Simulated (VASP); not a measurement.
Input of a VASP 6.6.1 run:

File INCAR:

```
SYSTEM = Al2Cu
ALGO = Normal
EDIFF = 1E-7
ENCUT = 520
GGA = PE
ISIF = 2
ISMEAR = -1
LASPH = .True.
LCHARG = .True.
LELF = .True.
LREAL = .False.
LVHAR = .True.
LWAVE = .False.
NBANDS = 26
NELM = 60
PREC = Accurate
SIGMA = 0.05
```

KPOINTS

```
k-points
0
Gamma
  12 12 12
  0 0 0
```

Contents of POSCAR:

```
Al2Cu
1.0
   -2.9715744608      2.9715744608      2.3887207261
    2.9715744608     -2.9715744608      2.3887207261
    2.9715744608      2.9715744608     -2.3887207261
Al Cu
4 2
Direct
    0.6581000000      0.1581000000      0.8162000000
    0.1581000000      0.3419000000      0.5000000000
    0.3419000000      0.8419000000      0.1838000000
    0.8419000000      0.6581000000      0.5000000000
    0.2500000000      0.2500000000      0.0000000000
    0.7500000000      0.7500000000      0.0000000000
```

Potentials or basis: VASP PAW PBE potentials, release 64 (Al, Cu).

Launch:

```sh
$ cat potpaw_PBE.64/Al/POTCAR potpaw_PBE.64/Cu/POTCAR > POTCAR
$ mpirun -np 1 vasp_std > vasp.out
```

Estimate the band gap on the k mesh.

zero (band 17 reaches 11.27 eV, above the bottom of band 18 at 6.77 eV).

Estimate the pressure.

6.9 GPa.

What does it give for the largest force?

0.024 eV/Å.

Forces in eV/Å, atoms in the order of the input:
```
Al  -0.017 -0.017  0.000
Al   0.017 -0.017  0.000
Al   0.017  0.017  0.000
Al  -0.017  0.017  0.000
Cu   0.000  0.000  0.000
Cu   0.000  0.000  0.000
```
